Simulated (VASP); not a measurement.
Set up this calculation in VASP 6.6.1, as the native input.

* Task: single point
* Functional: LDA
* Potentials or basis: VASP PAW LDA potentials, release 64 (Au)
* Cutoff: 520 eV
* k mesh: 20 × 20 × 20
* Occupations: gaussian, width 0.15 eV
* Spin: no spin polarisation
* Dipole correction: no
* Further INCAR settings: ALGO = Normal; EDIFF = 1e-06; NBANDS = 12

The structure of Au lies in POSCAR:

```
Au
1.0
    0.0000000000      2.0455000000      2.1068650000
    2.0455000000      0.0000000000      2.1068650000
    2.0455000000      2.0455000000      0.0000000000
Au
1
Direct
    0.0000000000      0.0000000000      0.0000000000
```

This cell differs from its parent crystal: strain +0.000 along x and y, +0.030 along z.

These files were run (other wordings do the same):

INCAR

```
SYSTEM = Au
PREC     = Accurate       ! precision mode
ENCUT    = 520            ! plane-wave cutoff, eV
EDIFF    = 1E-6           ! SCF threshold, eV
ISMEAR   = 0              ! smearing method
SIGMA    = 0.15           ! smearing width, eV
LREAL    = .FALSE.        ! projectors in reciprocal space
LASPH    = .TRUE.         ! aspherical terms in the spheres
NELM     = 100            ! most SCF steps
ALGO     = Normal         ! electronic algorithm
ISIF     = 2              ! what is computed and relaxed
LWAVE    = .FALSE.        ! write WAVECAR
LCHARG   = .TRUE.         ! write CHGCAR
LELF     = .TRUE.         ! ELF
LVHAR    = .TRUE.       
NBANDS   = 12             ! bands
```

KPOINTS

```
Automatic mesh
0
G
  20 20 20
  0 0 0
```

Potentials or basis: VASP PAW LDA potentials, release 64 (Au).

Command:

```bash
$ cat potpaw_LDA.64/Au/POTCAR > POTCAR
$ mpirun -np 1 vasp_std > vasp.out
```

Results of the run:

```
Pressure               : -9.5 GPa
Band gap on the k mesh : zero (an odd number of electrons rules out a gap without spin polarisation)
```

Caveat: the cell differs from its parent crystal (strain +0.000 along x and y, +0.030 along z); the cell stands under tension; spin-orbit coupling is left out, which moves the levels of the heavy elements.

Run time: 110 s on 1 thread of Intel Xeon 8259CL, on a shared host, peak memory 0.25 GiB.
